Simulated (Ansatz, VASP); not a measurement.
Two plane-wave programs on Al

INCAR

```
SYSTEM = Al
ALGO = Fast ; EDIFF = 1E-6
ENCUT = 520 ; GGA = PE
ISIF = 2 ; ISMEAR = 0
LASPH = .TRUE. ; LCHARG = .FALSE.
LREAL = .FALSE. ; LWAVE = .FALSE.
NBANDS = 22 ; NELM = 80
PREC = Accurate ; SIGMA = 0.2
```

File KPOINTS:

```
k-points
0
G
  6 6 6
  0 0 0
```

File POSCAR:

```
Al
1.0
    5.6378667405      0.0000000000      0.0000000000
    2.8189333703      4.9127565006      0.0000000000
    2.8189333703      0.0000000000      4.9132398166
Al
8
Direct
    0.0000000000      0.0000000000      0.0000000000
    1.0000000000      0.5000000000      0.0000000000
    1.0000000000      0.0000000000      0.5000000000
    1.0000000000      0.5000000000      0.5000000000
    0.5000000000      0.5000000000      0.5000000000
    0.5000000000      0.0000000000      0.5000000000
    0.5000000000      0.5000000000      0.0000000000
    0.5000000000      0.0000000000      0.0000000000
```

Input for Ansatz:

```yaml
crystal:
  lattice:
    - [5.6378667405, 0.0, 0.0]
    - [2.8189333703, 4.9127565006, 0.0]
    - [2.8189333703, 0.0, 4.9132398166]
  atoms:
    - { symbol: Al, position: [0.0, 0.0, 0.0] }
    - { symbol: Al, position: [1.0, 0.5, 0.0] }
    - { symbol: Al, position: [1.0, 0.0, 0.5] }
    - { symbol: Al, position: [1.0, 0.5, 0.5] }
    - { symbol: Al, position: [0.5, 0.5, 0.5] }
    - { symbol: Al, position: [0.5, 0.0, 0.5] }
    - { symbol: Al, position: [0.5, 0.5, 0.0] }
    - { symbol: Al, position: [0.5, 0.0, 0.0] }
basis:
  ecutwfc: 420
kpoints:
  mp_grid: { grid: [6, 6, 6] }
hamiltonian:
  xc: pbe
scf:
  occupations: { method: gaussian, width: 0.2 }
  lower_state_search: "off"
output:
  forces: true
  stress: true
  eigenvalues: true
```

Alike in both runs: task single point; functional PBE; k mesh 6 × 6 × 6; occupations gaussian, width 0.2 eV; no spin polarisation.

```csv
,VASP,Ansatz
version,VASP 6.6.1,Ansatz 0.2.0
potentials or method,"VASP PAW PBE potentials, release 64 (Al), cutoff 520 eV","scalar-relativistic, plane waves, PAW"
valence electrons in the cell,24,24
```

```csv
,VASP,Ansatz,Ansatz less VASP
gap on the k mesh at the Fermi level (eV),none,none,-
pressure (GPa),-0.2,-0.1,+0.03
"traceless stress, the component that is largest in VASP (GPa)",-0.40,-0.38,+0.020
```

A gap of «none» marks a metal or a gap that the smearing closes.
